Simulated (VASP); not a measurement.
# PtS2 (P-3m1) in VASP: further runs

PtS2 is run at these levels: PBE, LDA; tasks: single point.

Everything below comes from runs of VASP 6.6.1. Logs are shortened: lines on timing, memory, paths and dates and some standing lists are left out, and cuts for length are marked.

## 1. The cell of the first run

The structure is trigonal, space group P-3m1 (No. 164). Conventional cell: a = 3.553 Å, b = 3.553 Å, c = 5.123 Å, α = 90.00°, β = 90.00°, γ = 120.00°. Pt (site symmetry -3m) has 6 S at 2.39 Å within 3.2 Å. S (site symmetry 3m) has 3 Pt at 2.39 Å and 3 S at 3.20 Å within 3.2 Å.

## 2. Single point, PBE

File INCAR:

```
PREC     = Accurate       # precision mode
ENCUT    = 500            # plane-wave cutoff, eV
EDIFF    = 1E-6           # SCF threshold, eV
ISMEAR   = -1             # smearing method
SIGMA    = 0.02           # smearing width, eV
LREAL    = False          # projectors in reciprocal space
LASPH    = True           # aspherical terms in the spheres
NELM     = 120            # most SCF steps
ALGO     = Normal         # electronic algorithm
ISIF     = 2              # what is computed and relaxed
LWAVE    = False          # write WAVECAR
LCHARG   = False          # write CHGCAR
GGA      = PE             # functional
NBANDS   = 18             # bands
GGA_COMPAT= False
```

File KPOINTS:

```
Automatic mesh
0
Gamma
  12 12 6
```

File POSCAR:

```
PtS2
1.0
    3.5526392528      0.0000000000      0.0000000000
   -1.7763196264      3.0766758434      0.0000000000
    0.0000000000      0.0000000000      5.1227220331
Pt S
1 2
Direct
    0.0000000000      0.0000000000      0.0000000000
    0.6666666667      0.3333333333      0.7607402620
    0.3333333333      0.6666666667      0.2392597380
```

Potentials or basis: VASP PAW PBE potentials, release 64 (Pt, S).

Command:

```bash
cat potpaw_PBE.64/Pt/POTCAR potpaw_PBE.64/S/POTCAR > POTCAR
mpirun -np 1 vasp_std > vasp.out
```

OUTCAR:

```text
PREC = Accurate
   ENCUT = 500
   EDIFF = 1E-6
   ISMEAR = -1
   LREAL = False
   LASPH = True
   NELM = 120
   ISIF = 2
   GGA = PE

 ion  position               nearest neighbor table
   1  0.000  0.000  0.000-   2 2.39   3 2.39   3 2.39   2 2.39   2 2.39   3 2.39
   2  0.667  0.333  0.761-   1 2.39   1 2.39   1 2.39
   3  0.333  0.667  0.239-   1 2.39   1 2.39   1 2.39

  LATTYP: Found a hexagonal cell.
 ALAT       =     3.5526392528
 C/A-ratio  =     1.4419482724

  Lattice vectors:

 A1 = (   3.5526392528,   0.0000000000,   0.0000000000)
 A2 = (  -1.7763196264,   3.0766758434,   0.0000000000)
 A3 = (   0.0000000000,   0.0000000000,   5.1227220331)

Analysis of symmetry for initial positions (statically):
=====================================================================
 Subroutine PRICEL returns:
 Original cell was already a primitive cell.

 Routine SETGRP: Setting up the symmetry group for a
 hexagonal supercell.

 Subroutine GETGRP returns: Found 12 space group operations
 (whereof 12 operations were pure point group operations)
 out of a pool of 24 trial point group operations.

The static configuration has the point symmetry D_3d.

Analysis of symmetry for dynamics (positions and initial velocities):
=====================================================================
 Subroutine PRICEL returns:
 Original cell was already a primitive cell.

 Routine SETGRP: Setting up the symmetry group for a
 hexagonal supercell.

 Subroutine GETGRP returns: Found 12 space group operations
 (whereof 12 operations were pure point group operations)
 out of a pool of 24 trial point group operations.

The dynamic configuration has the point symmetry D_3d.

 Subroutine INISYM returns: Found 12 space group operations
 (whereof 12 operations are pure point group operations),
 and found     1 'primitive' translations

----------------------------------------------------------------------------------------

                                     Primitive cell

  volume of cell :      55.9930

  direct lattice vectors                    reciprocal lattice vectors
     3.552639253  0.000000000  0.000000000     0.281480873  0.162513058  0.000000000
    -1.776319626  3.076675843  0.000000000     0.000000000  0.325026116  0.000000000
     0.000000000  0.000000000  5.122722033     0.000000000  0.000000000  0.195208718

  length of vectors
     3.552639253  3.552639253  5.122722033     0.325026116  0.325026116  0.195208718

  position of ions in fractional coordinates (direct lattice)
     0.000000000  0.000000000  0.000000000
     0.666666667  0.333333333  0.760740262
     0.333333333  0.666666667  0.239259738

  ion indices of the primitive-cell ions
   primitive index   ion index
                 1           1
                 2           2
                 3           3

----------------------------------------------------------------------------------------

 KPOINTS: Automatic mesh

Automatic generation of k-mesh.
 Grid dimensions read from file:
 generate k-points for:   12   12    6

 Generating k-lattice:

  Cartesian coordinates                     Fractional coordinates (reciprocal lattice)
     0.023456739  0.013542755  0.000000000     0.083333333  0.000000000  0.000000000
     0.000000000  0.027085510  0.000000000     0.000000000  0.083333333  0.000000000
     0.000000000  0.000000000  0.032534786     0.000000000  0.000000000  0.166666667

  Length of vectors
     0.027085510  0.027085510  0.032534786

  Shift w.r.t. Gamma in fractional coordinates (k-lattice)
     0.000000000  0.000000000  0.000000000

 Subroutine IBZKPT returns following result:
 ===========================================

 Found    100 irreducible k-points:

 Following reciprocal coordinates:
            Coordinates               Weight
  0.000000  0.000000  0.000000      1.000000
  0.083333  0.000000  0.000000      6.000000
  0.166667  0.000000  0.000000      6.000000
  0.250000  0.000000  0.000000      6.000000
  0.333333  0.000000  0.000000      6.000000
  0.416667  0.000000  0.000000      6.000000
[... 16 lines left out ...]
  0.166667  0.000000  0.166667      6.000000
  0.000000  0.166667  0.166667      6.000000
 [... further k-points ...]
   k-points           NKPTS =    100   k-points in BZ     NKDIM =    100   number of bands    NBANDS=     18
   number of dos      NEDOS =    301   number of ions     NIONS =      3
   total plane-waves  NPLWV =  31360
   dimension x,y,z NGX =    28 NGY =   28 NGZ =   40
   dimension x,y,z NGXF=    56 NGYF=   56 NGZF=   80
   ions per type =               1   2
   NGX,Y,Z   is equivalent  to a cutoff of  13.10, 13.10, 12.98 a.u.
   NGXF,Y,Z  is equivalent  to a cutoff of  26.21, 26.21, 25.96 a.u.
 SYSTEM =  unknown system
   PREC   = accura    normal or accurate (medium, high low for compatibility)
   ISTART =      0    job   : 0-new  1-cont  2-samecut
   ICHARG =      2    charge: 1-file 2-atom 10-const
   ISPIN  =      1    spin polarized calculation?
   LNONCOLLINEAR =      F non collinear calculations
   LSORBIT =      F    spin-orbit coupling
   LASPH  =      T    aspherical Exc in radial PAW
   ENCUT  =  500.0 eV  36.75 Ry    6.06 a.u.   6.48  6.48  9.34*2*pi/ulx,y,z
   NELM   =    120;   NELMIN=  2; NELMDL= -5     # of ELM steps
   EDIFF  = 0.1E-05   stopping-criterion for ELM
   LREAL  =      F    real-space projection
   EDIFFG = 0.1E-04   stopping-criterion for IOM
   NSW    =      0    number of steps for IOM
   IBRION =     -1    ionic relax: 0-MD 1-quasi-New 2-CG
   NFREE  =      0    steps in history (QN), initial steepest desc. (CG)
   ISIF   =      2    stress and relaxation
   ISYM   =      2    0-nonsym 1-usesym 2-fastsym
   POTIM  = 0.5000    time-step for ionic-motion
   TEBEG  =    0.0;   TEEND  =   0.0 temperature during run
   PSTRESS=    0.0 pullay stress
   NELECT =      22.0000    total number of electrons
   NUPDOWN=      -1.0000    fix difference up-down
   EMIN   =  10.00;   EMAX   =-10.00  energy-range for DOS
   EFERMI =   0.00;   METHOD = LEGACY
   ISMEAR =    -1;   SIGMA  =   0.02  broadening in eV -4-tet -1-fermi 0-gaus
   EFERMI_NEDOS =   21; number of points for ismear=-14 and -15
   IALGO  =     38    algorithm
   IMIX   =      4    mixing-type and parameters
     AMIX     =   0.40;   BMIX     =  1.00
     AMIX_MAG =   1.60;   BMIX_MAG =  1.00
  volume/ion in A,a.u.               =      18.66       125.95
  Fermi-wavevector in a.u.,A,eV,Ry     =   1.199052  2.265879 19.561430  1.437725
  Thomas-Fermi vector in A             =   2.334924
   LORBIT       =      0    0 simple, 1 ext, 2 COOP (PROOUT), +10 PAW based schemes
   GGA     = PE    functional components
   LHFCALC =     F    Hartree Fock is set to
   AEXX    =    0.0000 exact exchange contribution
   IVDW    =     0    specifies the selected vdW correction
   LEPSILON=     F    determine dielectric tensor
   LRPA    =     F    only Hartree local field effects (RPA)
 non-spin polarized calculation
  energy-cutoff  :      500.00
  volume of cell :       55.99
 maximum number of plane-waves:      1459
 NGX is ok and might be reduce to    28
   NGX = 13   NGY = 13   NGZ = 19

 number of electron      21.9999996 magnetization

 Free energy of the ion-electron system (eV)
  ---------------------------------------------------
  ext. energy  EPLUGINS =         0.00000000
  ---------------------------------------------------
  free energy    TOTEN  =       -15.39632474 eV

  energy without entropy =      -15.39632474  energy(sigma->0) =      -15.39632474

 E-fermi :   6.8015     XC(G=0): -10.5247

 val. band max:        6.4425466976   @ k =   0.0000   0.1667   0.1667
 cond. band min:       7.1548937856   @ k =   0.0000   0.2500   0.3333
 fundamental gap:      0.7123470880
 Fermi energy:         6.8015269587

 k-point     1 :       0.0000    0.0000    0.0000
  band No.  band energies     occupation
      1      -8.6841      2.00000
      2      -5.8772      2.00000
      3      -0.3525      2.00000
      4      -0.0138      2.00000
      5      -0.0138      2.00000
      6       2.7259      2.00000
[... 10 lines left out ...]
     17      14.5242      0.00000
     18      18.8264      0.00000

 k-point     2 :       0.0833    0.0000    0.0000
  band No.  band energies     occupation
      1      -8.5963      2.00000
      2      -5.9175      2.00000
      3      -0.2594      2.00000
      4       0.0426      2.00000
      5       0.0436      2.00000
      6       2.5960      2.00000
[... 10 lines left out ...]
     17      14.8018      0.00000
     18      17.8730      0.00000

 k-point     3 :       0.1667    0.0000    0.0000
  band No.  band energies     occupation
      1      -8.3423      2.00000
      2      -6.0261      2.00000
      3      -0.0121      2.00000
      4       0.1957      2.00000
      5       0.2309      2.00000
      6       2.1551      2.00000
[... 10 lines left out ...]
     17      15.4733      0.00000
     18      16.4490      0.00000

 k-point     4 :       0.2500    0.0000    0.0000
  band No.  band energies     occupation
      1      -7.9537      2.00000
      2      -6.1738      2.00000
      3       0.2214      2.00000
      4       0.3928      2.00000
      5       0.6348      2.00000
      6       1.4430      2.00000
[... 10 lines left out ...]
     17      15.5126      0.00000
     18      15.7394      0.00000

 k-point     5 :       0.3333    0.0000    0.0000
  band No.  band energies     occupation
      1      -7.4919      2.00000
      2      -6.3303      2.00000
      3       0.0542      2.00000
      4       0.5518      2.00000
      5       1.0348      2.00000
      6       1.2622      2.00000
[... 10 lines left out ...]
     17      15.2351      0.00000
     18      15.9724      0.00000

 k-point     6 :       0.4167    0.0000    0.0000
  band No.  band energies     occupation
      1      -7.0571      2.00000
      2      -6.4836      2.00000
      3      -0.4921      2.00000
      4       0.6258      2.00000
      5       1.2188      2.00000
      6       1.9290      2.00000
[... 10 lines left out ...]
     17      14.8007      0.00000
     18      17.0741      0.00000

 k-point     7 :       0.5000    0.0000    0.0000
  band No.  band energies     occupation
      1      -6.8119      2.00000
      2      -6.6089      2.00000
      3      -0.7361      2.00000
      4       0.6422      2.00000
      5       1.3608      2.00000
      6       2.2685      2.00000
[... 10 lines left out ...]
     17      14.6594      0.00000
     18      17.6718      0.00000

 k-point     8 :       0.0833    0.0833    0.0000
  band No.  band energies     occupation
      1      -8.4252      2.00000
      2      -5.9917      2.00000
      3      -0.0841      2.00000
      4       0.1514      2.00000
      5       0.1558      2.00000
      6       2.4122      2.00000
[... 10 lines left out ...]
     17      15.3524      0.00000
     18      16.8049      0.00000
[... 229 lines left out ...]
     17      15.7576      0.00000
     18      17.1216      0.00000

 k-point    20 :       0.0000    0.0000    0.1667
  band No.  band energies     occupation
      1      -8.6108      2.00000
      2      -6.0633      2.00000
      3      -0.0600      2.00000
      4      -0.0078      2.00000
      5      -0.0078      2.00000
      6       2.7205      2.00000
[... 10 lines left out ...]
     17      14.4672      0.00000
     18      18.1111      0.00000

 k-point    21 :       0.0833    0.0000    0.1667
  band No.  band energies     occupation
      1      -8.5230      2.00000
      2      -6.0931      2.00000
      3      -0.1156      2.00000
      4       0.0566      2.00000
      5       0.1669      2.00000
      6       2.5994      2.00000
[... 10 lines left out ...]
     17      14.5495      0.00000
     18      17.1264      0.00000

 k-point    22 :       0.0000    0.0833    0.1667
  band No.  band energies     occupation
      1      -8.5239      2.00000
      2      -6.0899      2.00000
      3      -0.1418      2.00000
      4       0.0394      2.00000
      5       0.2035      2.00000
      6       2.5739      2.00000
[... 10 lines left out ...]
     17      14.9487      0.00000
     18      17.1336      0.00000

 k-point    23 :       0.1667    0.0000    0.1667
  band No.  band energies     occupation
      1      -8.2675      2.00000
      2      -6.1808      2.00000
      3      -0.0160      2.00000
      4       0.2166      2.00000
      5       0.4380      2.00000
      6       2.1925      2.00000
[... 10 lines left out ...]
     17      15.0710      0.00000
     18      16.1727      0.00000

 k-point    24 :       0.0000    0.1667    0.1667
  band No.  band energies     occupation
      1      -8.2755      2.00000
      2      -6.1575      2.00000
      3      -0.1502      2.00000
      4       0.1803      2.00000
      5       0.5667      2.00000
      6       2.0805      2.00000
[... 10 lines left out ...]
     17      15.8399      0.00000
     18      15.8436      0.00000

 [... further k-points ...]
[... 5 lines left out ...]
  --------------------------------------------------------------------------------------
  -------------------------------------------------------------------------------------
  Total        1.2680112      1.2680112      0.8059003      0.0000000      0.0000000      0.0000000
  in kB       36.2827357     36.2827357     23.0599455      0.0000000      0.0000000      0.0000000
  external PRESSURE =      31.8751389 kB  Pullay stress =       0.0000000 kB

 VOLUME and BASIS-vectors are now :
 -----------------------------------------------------------------------------
  energy-cutoff  :      500.00
  volume of cell :       55.99
      direct lattice vectors                 reciprocal lattice vectors
     3.552639253  0.000000000  0.000000000     0.281480873  0.162513058  0.000000000
    -1.776319626  3.076675843  0.000000000     0.000000000  0.325026116  0.000000000
     0.000000000  0.000000000  5.122722033     0.000000000  0.000000000  0.195208718

 POSITION                                       TOTAL-FORCE (eV/Angst)
 -----------------------------------------------------------------------------------
      0.00000      0.00000      0.00000        -0.000000      0.000000      0.000000
      1.77632      1.02556      3.89706        -0.000000      0.000000     -0.025997
     -0.00000      2.05112      1.22566         0.000000      0.000000      0.025997
 -----------------------------------------------------------------------------------
    total drift:                                0.000000      0.000000      0.000000

  FREE ENERGIE OF THE ION-ELECTRON SYSTEM (eV)
  ---------------------------------------------------
  free  energy   TOTEN  =       -15.3963247353 eV

  energy  without entropy=      -15.3963247351  energy(sigma->0) =      -15.39632474
```

It took 34 s on 1 thread of Intel Xeon 6975P-C (Granite Rapids), shared host; peak memory 0.24 GiB.

What came out:

```yaml
Free_energy: -15.3963 eV
Pressure: 3.2 GPa
Largest_force: 0.026 eV/Å
Band_gap_on_the_k_mesh: 0.71 eV, indirect (least direct gap 0.97 eV)
```

Forces on the atoms (eV/Å):
```
Pt   0.000  0.000  0.000
S    0.000  0.000 -0.026
S    0.000  0.000  0.026
```

Stress tensor (GPa, compression positive):
```
3.63 0.00 0.00
0.00 3.63 0.00
0.00 0.00 2.31
```

Caveat: spin-orbit coupling is left out, which moves the levels of the heavy elements. A k mesh can miss the band edges.

## 3. Single point, LDA

File INCAR:

```
SYSTEM = PtS2
PREC = Accurate ; ENCUT = 500
EDIFF = 1E-6 ; ISMEAR = 0
SIGMA = 0.01 ; LREAL = .False.
LASPH = .True. ; NELM = 120
ALGO = Normal ; ISIF = 2
LWAVE = .False. ; LCHARG = .True.
GGA = CA ; LELF = .True.
LVHAR = .True. ; NBANDS = 18
GGA_COMPAT = .False.
```

File KPOINTS:

```
regular mesh
0
Gamma
  12 12 6
  0 0 0
```

POSCAR is that of step 2.

Potentials or basis: VASP PAW LDA potentials, release 64 (Pt, S).

Command:

```bash
cat potpaw_LDA.64/Pt/POTCAR potpaw_LDA.64/S/POTCAR > POTCAR
mpirun -np 1 vasp_std > vasp.out
```

It took 32 s on 1 thread of Intel Xeon 6975P-C (Granite Rapids), shared host; peak memory 0.22 GiB.

Results (log left out):

```
Free energy            : -18.1473 eV
Pressure               : -4.1 GPa
Largest force          : 0.339 eV/Å
Band gap on the k mesh : 0.60 eV, indirect (least direct gap 0.88 eV)
```

Forces on the atoms (eV/Å):
```
Pt   0.000  0.000  0.000
S    0.000  0.000  0.339
S    0.000  0.000 -0.339
```

Stress tensor (GPa, compression positive):
```
-3.85  0.00  0.00
 0.00 -3.85  0.00
 0.00  0.00 -4.53
```

Levels at points of the mesh, in eV from the valence-band top:
```csv
k point,band 9,band 10,band 11,band 12,band 13,band 14
"(0.00, 0.00, 0.00)",-1.05,-1.05,-0.04,2.07,2.07,4.58
"(0.50, 0.00, 0.00)",-3.06,-2.97,-2.44,1.45,2.52,5.32
"(0.00, 0.00, 0.50)",-1.28,-1.28,-1.11,2.59,2.59,5.40
"(0.50, 0.00, 0.50)",-2.73,-2.70,-1.43,1.68,2.13,4.95
```

Caveat: spin-orbit coupling is left out, which moves the levels of the heavy elements. A k mesh can miss the band edges.
